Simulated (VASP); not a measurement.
A run of VASP 6.6.1 is set up as follows.

Contents of INCAR:

```
SYSTEM = TiOs
ALGO     = Normal         ! electronic algorithm
EDIFF    = 1E-8           ! SCF threshold, eV
ENCUT    = 520            ! plane-wave cutoff, eV
IBRION   = 8              ! ionic algorithm
ISIF     = 2              ! what is computed and relaxed
ISMEAR   = -1             ! smearing method
LASPH    = .TRUE.         ! aspherical terms in the spheres
LCHARG   = .FALSE.        ! write CHGCAR
LREAL    = .FALSE.        ! projectors in reciprocal space
LWAVE    = .FALSE.        ! write WAVECAR
NELM     = 60             ! most SCF steps
NSW      = 1              ! ionic steps
PREC     = Accurate       ! precision mode
SIGMA    = 0.15           ! smearing width, eV
```

KPOINTS

```
k-points
0
G
  14 14 14
  0 0 0
```

The input POSCAR:

```
TiOs
1.0
    3.0397729287      0.0000000000      0.0000000000
    0.0000000000      3.0397729287      0.0000000000
    0.0000000000      0.0000000000      3.0397729287
Ti Os
1 1
Direct
    0.5000000000      0.5000000000      0.5000000000
    0.0000000000      0.0000000000      0.0000000000
```

Potentials or basis: VASP PAW LDA potentials, release 64 (Ti_sv, Os).

Command:

```sh
$ cat potpaw_LDA.64/Ti_sv/POTCAR potpaw_LDA.64/Os/POTCAR > POTCAR
$ mpirun -np 1 vasp_std > vasp.out
```

(1) Estimate the highest phonon frequency at Γ.

Answers

(1) 236 cm⁻¹.
